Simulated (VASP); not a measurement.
**Cu: single point with PBE**

Crystal: Cu.

```xyz
1
Lattice="-1.5050 1.5050 1.3796 1.5050 -1.5050 1.3796 1.4460 1.4460 -1.3796" Properties=species:S:1:pos:R:3 pbc="T T T"
Cu    0.0000    0.0000    0.0000
```

This cell differs from its parent crystal: strain -0.0400 x Voigt [0, 0, 0, 0, 0, 1].

```yaml
Program: VASP 6.6.1
Task: single point
Functional: PBE
Potentials_or_basis: VASP PAW PBE potentials, release 64 (Cu)
Cutoff: 520 eV
k_mesh: 30 × 30 × 30
Occupations: gaussian, width 0.15 eV
Spin: no spin polarisation
Dipole_correction: no
Further_INCAR_settings: ALGO = Normal; EDIFF = 1e-06; NBANDS = 12
```

The pressure is 0.8 GPa.

Stress tensor (GPa, compression positive):
```
0.75 4.12 0.00
4.12 0.75 0.00
0.00 0.00 1.00
```

Levels at points of the mesh, in eV from the Fermi level:
| k point | band 2 | band 3 | band 4 | band 5 | band 6 | band 7 | band 8 | band 9 | band 10 | band 11 |
| --- | --- | --- | --- | --- | --- | --- | --- | --- | --- | --- |
| (0.00, 0.00, 0.00) | -3.23 | -3.08 | -2.83 | -2.22 | -1.95 | 23.07 | 24.95 | 25.99 | 26.99 | 27.73 |
| (0.50, 0.00, 0.00) | -3.85 | -2.10 | -1.85 | -1.36 | -0.36 | 4.52 | 16.10 | 17.50 | 20.54 | 23.63 |
| (0.50, 0.50, 0.00) | -3.60 | -2.26 | -1.96 | -1.43 | -1.13 | 3.38 | 18.85 | 19.14 | 22.60 | 25.38 |
| (0.00, 0.00, 0.50) | -3.46 | -2.34 | -2.12 | -1.34 | -0.58 | 4.22 | 18.27 | 18.31 | 21.98 | 24.69 |
| (0.50, 0.50, 0.50) | -4.52 | -1.63 | -1.48 | -1.46 | 7.20 | 7.46 | 9.86 | 12.83 | 13.44 | 16.35 |

Run time: 6.5 min on 1 thread of Intel(R) Xeon(R) Platinum 8259CL CPU @ 2.50GHz (Skylake/Cascade Lake), with other jobs on the host, peak memory 0.6 GiB.

Caveat: the cell differs from its parent crystal (strain -0.0400 x Voigt [0, 0, 0, 0, 0, 1]).
